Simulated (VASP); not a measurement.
# LaBi (Fm-3m) in VASP: notebook

Runs on LaBi. Level: LDA. Tasks: single point, relaxation of cell and atoms.

All numbers are computed with VASP 6.6.1; they aren't measurements. Logs are shortened: lines on timing, memory, paths and dates and some standing lists are left out, and cuts for length are marked.

## 1. The cell of the first run

It takes space group Fm-3m (No. 225, cubic). The conventional cell has a = 6.431 Å, b = 6.431 Å, c = 6.431 Å, α = 90.00°, β = 90.00°, γ = 90.00°. Within 4.2 Å of La (site symmetry m-3m) lie 6 Bi at 3.22 Å. Within 4.2 Å of Bi (site symmetry m-3m) lie 6 La at 3.22 Å.

## 2. Single point, LDA

INCAR

```
PREC = Accurate
ENCUT = 520
EDIFF = 1E-6
ISMEAR = -1
SIGMA = 0.1
LREAL = False
LASPH = True
NELM = 60
ALGO = Normal
ISIF = 2
LWAVE = False
LCHARG = True
GGA = CA
LELF = True
LVHAR = True
NBANDS = 20
```

KPOINTS

```
regular mesh
0
Gamma
  9 9 9
```

POSCAR

```
LaBi
1.0
    0.0000000000      3.2155814160      3.2155814160
    3.2155814160      0.0000000000      3.2155814160
    3.2155814160      3.2155814160      0.0000000000
La Bi
1 1
Direct
    0.0000000000      0.0000000000      0.0000000000
    0.5000000000      0.5000000000      0.5000000000
```

Potentials or basis: VASP PAW LDA potentials, release 64 (La, Bi_d).

Started as:

```console
$ cat potpaw_LDA.64/La/POTCAR potpaw_LDA.64/Bi_d/POTCAR > POTCAR
$ mpirun -np 1 vasp_std > vasp.out
```

OUTCAR:

```text
PREC = Accurate
   ENCUT = 520
   EDIFF = 1E-6
   ISMEAR = -1
   LREAL = False
   LASPH = True
   NELM = 60
   ISIF = 2
   GGA = CA

 ion  position               nearest neighbor table
   1  0.000  0.000  0.000-   2 3.22   2 3.22   2 3.22   2 3.22   2 3.22   2 3.22
   2  0.500  0.500  0.500-   1 3.22   1 3.22   1 3.22   1 3.22   1 3.22   1 3.22

  LATTYP: Found a face centered cubic cell.
 ALAT       =     6.4311628320

  Lattice vectors:

 A1 = (   0.0000000000,   3.2155814160,   3.2155814160)
 A2 = (   3.2155814160,   0.0000000000,   3.2155814160)
 A3 = (   3.2155814160,   3.2155814160,   0.0000000000)

Analysis of symmetry for initial positions (statically):
=====================================================================
 Subroutine PRICEL returns:
 Original cell was already a primitive cell.

 Routine SETGRP: Setting up the symmetry group for a
 face centered cubic supercell.

 Subroutine GETGRP returns: Found 48 space group operations
 (whereof 48 operations were pure point group operations)
 out of a pool of 48 trial point group operations.

The static configuration has the point symmetry O_h .

Analysis of symmetry for dynamics (positions and initial velocities):
=====================================================================
 Subroutine PRICEL returns:
 Original cell was already a primitive cell.

 Routine SETGRP: Setting up the symmetry group for a
 face centered cubic supercell.

 Subroutine GETGRP returns: Found 48 space group operations
 (whereof 48 operations were pure point group operations)
 out of a pool of 48 trial point group operations.

The dynamic configuration has the point symmetry O_h .

 Subroutine INISYM returns: Found 48 space group operations
 (whereof 48 operations are pure point group operations),
 and found     1 'primitive' translations

----------------------------------------------------------------------------------------

                                     Primitive cell

  volume of cell :      66.4980

  direct lattice vectors                    reciprocal lattice vectors
     0.000000000  3.215581416  3.215581416    -0.155492875  0.155492875  0.155492875
     3.215581416  0.000000000  3.215581416     0.155492875 -0.155492875  0.155492875
[... 78 lines left out ...]
   ICHARG =      2    charge: 1-file 2-atom 10-const
   ISPIN  =      1    spin polarized calculation?
   LNONCOLLINEAR =      F non collinear calculations
   LSORBIT =      F    spin-orbit coupling
   LASPH  =      T    aspherical Exc in radial PAW
   ENCUT  =  520.0 eV  38.22 Ry    6.18 a.u.   8.46  8.46  8.46*2*pi/ulx,y,z
   NELM   =     60;   NELMIN=  2; NELMDL= -5     # of ELM steps
   EDIFF  = 0.1E-05   stopping-criterion for ELM
   LREAL  =      F    real-space projection
   EDIFFG = 0.1E-04   stopping-criterion for IOM
   NSW    =      0    number of steps for IOM
   IBRION =     -1    ionic relax: 0-MD 1-quasi-New 2-CG
   NFREE  =      0    steps in history (QN), initial steepest desc. (CG)
   ISIF   =      2    stress and relaxation
   ISYM   =      2    0-nonsym 1-usesym 2-fastsym
   POTIM  = 0.5000    time-step for ionic-motion
   TEBEG  =    0.0;   TEEND  =   0.0 temperature during run
   PSTRESS=    0.0 pullay stress
   NELECT =      26.0000    total number of electrons
   NUPDOWN=      -1.0000    fix difference up-down
   EMIN   =  10.00;   EMAX   =-10.00  energy-range for DOS
   EFERMI =   0.00;   METHOD = LEGACY
   ISMEAR =    -1;   SIGMA  =   0.10  broadening in eV -4-tet -1-fermi 0-gaus
   EFERMI_NEDOS =   21; number of points for ismear=-14 and -15
   IALGO  =     38    algorithm
   IMIX   =      4    mixing-type and parameters
     AMIX     =   0.40;   BMIX     =  1.00
     AMIX_MAG =   1.60;   BMIX_MAG =  1.00
  volume/ion in A,a.u.               =      33.25       224.38
  Fermi-wavevector in a.u.,A,eV,Ry     =   1.197098  2.262188 19.497748  1.433044
  Thomas-Fermi vector in A             =   2.333022
   LORBIT       =      0    0 simple, 1 ext, 2 COOP (PROOUT), +10 PAW based schemes
   GGA     = CA    functional components
   LHFCALC =     F    Hartree Fock is set to
   AEXX    =    0.0000 exact exchange contribution
   IVDW    =     0    specifies the selected vdW correction
   LEPSILON=     F    determine dielectric tensor
   LRPA    =     F    only Hartree local field effects (RPA)
 non-spin polarized calculation
  energy-cutoff  :      520.00
  volume of cell :       66.50
 maximum number of plane-waves:      1820
 NGX is ok and might be reduce to    36
   NGX = 17   NGY = 17   NGZ = 17

 number of electron      26.0000004 magnetization

 Free energy of the ion-electron system (eV)
  ---------------------------------------------------
  ext. energy  EPLUGINS =         0.00000000
  ---------------------------------------------------
  free energy    TOTEN  =       -12.28678228 eV

  energy without entropy =      -12.27471131  energy(sigma->0) =      -12.28074679

 E-fermi :   7.3551     XC(G=0): -10.0891

 val. band max:        7.3255579536   @ k =   0.1111   0.1111   0.0000
 cond. band min:       7.5832079839   @ k =  -0.4444   0.4444   0.0000
 fundamental gap:      0.2576500303
 Fermi energy:         7.3550652566

 k-point     1 :       0.0000    0.0000    0.0000
  band No.  band energies     occupation
      1     -25.0440      2.00000
      2     -14.3679      2.00000
      3     -14.3679      2.00000
      4     -14.3041      2.00000
      5     -14.3041      2.00000
      6     -14.3041      2.00000
[... 541 lines left out ...]
     19       9.5271      0.00000
     20       9.9701      0.00000

 [... further k-points ...]

------------------------ aborting loop because EDIFF is reached ----------------------------------------

  FORCE on cell =-STRESS in cart. coord.  units (eV):
  Direction    XX          YY          ZZ          XY          YZ          ZX
  --------------------------------------------------------------------------------------
  -------------------------------------------------------------------------------------
  Total        0.8240931      0.8240931      0.8240931     -0.0000000      0.0000000     -0.0000000
  in kB       19.8553870     19.8553870     19.8553870     -0.0000000      0.0000000     -0.0000000
  external PRESSURE =      19.8553870 kB  Pullay stress =       0.0000000 kB

 VOLUME and BASIS-vectors are now :
 -----------------------------------------------------------------------------
  energy-cutoff  :      520.00
  volume of cell :       66.50
      direct lattice vectors                 reciprocal lattice vectors
     0.000000000  3.215581416  3.215581416    -0.155492875  0.155492875  0.155492875
     3.215581416  0.000000000  3.215581416     0.155492875 -0.155492875  0.155492875
     3.215581416  3.215581416  0.000000000     0.155492875  0.155492875 -0.155492875

 POSITION                                       TOTAL-FORCE (eV/Angst)
 -----------------------------------------------------------------------------------
      0.00000      0.00000      0.00000        -0.000000     -0.000000     -0.000000
      3.21558      3.21558      3.21558         0.000000      0.000000      0.000000
 -----------------------------------------------------------------------------------
    total drift:                                0.000000      0.000000      0.000000

  FREE ENERGIE OF THE ION-ELECTRON SYSTEM (eV)
  ---------------------------------------------------
  free  energy   TOTEN  =       -12.2867822798 eV

  energy  without entropy=      -12.2747113090  energy(sigma->0) =      -12.28074679
```

stdout:

```text
POSCAR found type information on POSCAR LaBi
 POSCAR found :  2 types and       2 ions
 scaLAPACK will be used
 LDA part: xc-table for (Slater(with rela. corr.)+CA(PZ))
 , standard interpolation
 POSCAR, INCAR and KPOINTS ok, starting setup
 FFT: planning ... GRIDC
 FFT: planning ... GRID_SOFT
 FFT: planning ... GRID
 WAVECAR not read
 entering main loop
```

Run time: 31 s. Hardware: 1 thread of AMD EPYC 9R45 (Zen 5), shared host; peak memory 0.18 GiB.

Results:

```yaml
Free_energy: -12.2868 eV
Pressure: 2.0 GPa
Band_gap_on_the_k_mesh: zero (band 13 reaches 7.61 eV, above the bottom of band 14 at 7.10 eV)
```

Levels at points of the mesh, in eV from the Fermi level:
| k point | band 9 | band 10 | band 11 | band 12 | band 13 | band 14 | band 15 | band 16 | band 17 | band 18 |
| --- | --- | --- | --- | --- | --- | --- | --- | --- | --- | --- |
| (0.00, 0.00, 0.00) | -16.09 | -10.67 | 0.25 | 0.25 | 0.25 | 1.21 | 1.21 | 1.21 | 1.79 | 2.19 |

Caveat: spin-orbit coupling is left out, which moves the levels of the heavy elements.

## 3. Single point, LDA

This run uses another cell than the first one, of 34.38 Å³/atom, 1.034 times its volume.

INCAR

```
SYSTEM = LaBi
PREC = Accurate
ENCUT = 520
EDIFF = 1E-7
ISMEAR = -1
SIGMA = 0.1
LREAL = .FALSE.
LASPH = .TRUE.
NELM = 80
ALGO = Normal
ISIF = 2
LWAVE = .FALSE.
LCHARG = .FALSE.
NBANDS = 20
```

KPOINTS

```
Automatic mesh
0
G
  9 9 9
  0 0 0
```

POSCAR

```
LaBi
1.0
    0.0000000000      3.2517458382      3.2517458382
    3.2517458382      0.0000000000      3.2517458382
    3.2517458382      3.2517458382      0.0000000000
La Bi
1 1
Direct
    0.0000000000      0.0000000000      0.0000000000
    0.5000000000      0.5000000000      0.5000000000
```

Potentials or basis: VASP PAW LDA potentials, release 64 (La, Bi_d).

Started as:

```console
$ cat potpaw_LDA.64/La/POTCAR potpaw_LDA.64/Bi_d/POTCAR > POTCAR
$ mpirun -np 1 vasp_std > vasp.out
```

OUTCAR:

```text
SYSTEM = LaBi
   PREC = Accurate
   ENCUT = 520
   EDIFF = 1E-7
   ISMEAR = -1
   LREAL = .FALSE.
   LASPH = .TRUE.
   NELM = 80
   ISIF = 2

 ion  position               nearest neighbor table
   1  0.000  0.000  0.000-   2 3.25   2 3.25   2 3.25   2 3.25   2 3.25   2 3.25
   2  0.500  0.500  0.500-   1 3.25   1 3.25   1 3.25   1 3.25   1 3.25   1 3.25

  LATTYP: Found a face centered cubic cell.
 ALAT       =     6.5034916764

  Lattice vectors:

 A1 = (   0.0000000000,   3.2517458382,   3.2517458382)
 A2 = (   3.2517458382,   0.0000000000,   3.2517458382)
 A3 = (   3.2517458382,   3.2517458382,   0.0000000000)

Analysis of symmetry for initial positions (statically):
=====================================================================
 Subroutine PRICEL returns:
 Original cell was already a primitive cell.

 Routine SETGRP: Setting up the symmetry group for a
 face centered cubic supercell.

 Subroutine GETGRP returns: Found 48 space group operations
 (whereof 48 operations were pure point group operations)
 out of a pool of 48 trial point group operations.

The static configuration has the point symmetry O_h .

Analysis of symmetry for dynamics (positions and initial velocities):
=====================================================================
 Subroutine PRICEL returns:
 Original cell was already a primitive cell.

 Routine SETGRP: Setting up the symmetry group for a
 face centered cubic supercell.

 Subroutine GETGRP returns: Found 48 space group operations
 (whereof 48 operations were pure point group operations)
 out of a pool of 48 trial point group operations.

The dynamic configuration has the point symmetry O_h .

 Subroutine INISYM returns: Found 48 space group operations
 (whereof 48 operations are pure point group operations),
 and found     1 'primitive' translations

[... 104 lines left out ...]
   PSTRESS=    0.0 pullay stress
   NELECT =      26.0000    total number of electrons
   NUPDOWN=      -1.0000    fix difference up-down
   EMIN   =  10.00;   EMAX   =-10.00  energy-range for DOS
   EFERMI =   0.00;   METHOD = LEGACY
   ISMEAR =    -1;   SIGMA  =   0.10  broadening in eV -4-tet -1-fermi 0-gaus
   EFERMI_NEDOS =   21; number of points for ismear=-14 and -15
   IALGO  =     38    algorithm
   IMIX   =      4    mixing-type and parameters
     AMIX     =   0.40;   BMIX     =  1.00
     AMIX_MAG =   1.60;   BMIX_MAG =  1.00
  volume/ion in A,a.u.               =      34.38       232.03
  Fermi-wavevector in a.u.,A,eV,Ry     =   1.183785  2.237029 19.066470  1.401346
  Thomas-Fermi vector in A             =   2.320012
   LORBIT       =      0    0 simple, 1 ext, 2 COOP (PROOUT), +10 PAW based schemes
   GGA     = CA    functional components
   LHFCALC =     F    Hartree Fock is set to
   AEXX    =    0.0000 exact exchange contribution
   IVDW    =     0    specifies the selected vdW correction
   LEPSILON=     F    determine dielectric tensor
   LRPA    =     F    only Hartree local field effects (RPA)
 non-spin polarized calculation
  energy-cutoff  :      520.00
  volume of cell :       68.77
 maximum number of plane-waves:      1871
 NGX is ok and might be reduce to    36
   NGX = 17   NGY = 17   NGZ = 17

 number of electron      25.9999995 magnetization

 Free energy of the ion-electron system (eV)
  ---------------------------------------------------
  ext. energy  EPLUGINS =         0.00000000
  ---------------------------------------------------
  free energy    TOTEN  =       -12.30095035 eV

  energy without entropy =      -12.28919520  energy(sigma->0) =      -12.29507277

 E-fermi :   7.0180     XC(G=0):  -9.9396

 val. band max:        6.9755628970   @ k =   0.1111   0.1111   0.0000
 cond. band min:       7.2427158577   @ k =   0.0000   0.0000   0.0000
 fundamental gap:      0.2671529607
 Fermi energy:         7.0180311915

 k-point     1 :       0.0000    0.0000    0.0000
  band No.  band energies     occupation
      1     -25.4843      2.00000
      2     -14.6729      2.00000
      3     -14.6729      2.00000
      4     -14.6145      2.00000
      5     -14.6145      2.00000
      6     -14.6145      2.00000
[... 541 lines left out ...]
     19       9.0646      0.00000
     20       9.4822      0.00000

 [... further k-points ...]
[... 5 lines left out ...]
  --------------------------------------------------------------------------------------
  -------------------------------------------------------------------------------------
  Total       -0.0155137     -0.0155137     -0.0155137     -0.0000000     -0.0000000     -0.0000000
  in kB       -0.3614485     -0.3614485     -0.3614485     -0.0000000     -0.0000000     -0.0000000
  external PRESSURE =      -0.3614485 kB  Pullay stress =       0.0000000 kB

 VOLUME and BASIS-vectors are now :
 -----------------------------------------------------------------------------
  energy-cutoff  :      520.00
  volume of cell :       68.77
      direct lattice vectors                 reciprocal lattice vectors
     0.000000000  3.251745838  3.251745838    -0.153763555  0.153763555  0.153763555
     3.251745838  0.000000000  3.251745838     0.153763555 -0.153763555  0.153763555
     3.251745838  3.251745838  0.000000000     0.153763555  0.153763555 -0.153763555

 POSITION                                       TOTAL-FORCE (eV/Angst)
 -----------------------------------------------------------------------------------
      0.00000      0.00000      0.00000         0.000000     -0.000000      0.000000
      3.25175      3.25175      3.25175        -0.000000      0.000000     -0.000000
 -----------------------------------------------------------------------------------
    total drift:                                0.000000      0.000000      0.000000

  FREE ENERGIE OF THE ION-ELECTRON SYSTEM (eV)
  ---------------------------------------------------
  free  energy   TOTEN  =       -12.3009503515 eV

  energy  without entropy=      -12.2891951976  energy(sigma->0) =      -12.29507277
```

It took 34 s on 1 thread of AMD EPYC 9R45 (Zen 5), shared host; peak memory 0.18 GiB.

What came out:

```
Free energy            : -12.3010 eV
Pressure               : 0.0 GPa
Band gap on the k mesh : zero (band 13 reaches 7.24 eV, above the bottom of band 14 at 6.73 eV)
```

Levels at points of the mesh, in eV from the Fermi level:
```csv
k point,band 9,band 10,band 11,band 12,band 13,band 14,band 15,band 16,band 17,band 18
"(0.00, 0.00, 0.00)",-16.18,-10.58,0.22,0.22,0.22,1.20,1.20,1.20,1.70,2.08
```

Caveat: spin-orbit coupling is left out, which moves the levels of the heavy elements.

[end of part 1 of 2]
